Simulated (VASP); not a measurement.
## SnSe2: single point with r2SCAN

SnSe2:

```xyz
3
Lattice="3.8110 0.0000 0.0000 -1.9055 3.3004 0.0000 0.0000 0.0000 6.1360" Properties=species:S:1:pos:R:3 pbc="T T T"
Sn    0.0000    0.0000    0.0000
Se    1.9055    1.1001    4.6081
Se    0.0000    2.2003    1.5279
```

```json
{
 "Program": "VASP 6.6.1",
 "Task": "single point",
 "Functional": "r2SCAN",
 "Potentials or basis": "VASP PAW PBE potentials, release 64 (Sn_d, Se)",
 "Cutoff": "520 eV",
 "k mesh": "5 × 5 × 3",
 "Occupations": "fermi-dirac, width 0.05 eV",
 "Spin": "no spin polarisation",
 "Dipole correction": "no",
 "Further INCAR settings": "ALGO = Normal; EDIFF = 1e-06; NBANDS = 20"
}
```

- Pressure: 3.7 GPa
- Largest force: 0.498 eV/Å
- Band gap on the k mesh: 1.09 eV, indirect (least direct gap 1.53 eV)

Forces on the atoms (eV/Å):
```
Sn   0.000  0.000  0.000
Se   0.000  0.000 -0.498
Se   0.000  0.000  0.498
```

Stress tensor (GPa, compression positive):
```
3.35 0.00 0.00
0.00 3.35 0.00
0.00 0.00 4.55
```

Levels at points of the mesh, in eV from the valence-band top:
| k point | band 11 | band 12 | band 13 | band 14 | band 15 | band 16 |
| --- | --- | --- | --- | --- | --- | --- |
| (0.00, 0.00, 0.00) | -0.41 | -0.41 | 0.00 | 1.53 | 3.45 | 5.05 |

It took 76 s on 1 thread of Intel(R) Xeon(R) 6975P-C (Granite Rapids), on a shared host, peak memory 0.2 GiB.

Caveat: the PAW data sets were made with another functional, which shifts forces and pressure a little; spin-orbit coupling is left out, which moves the levels of the heavy elements. A k mesh can miss the band edges.
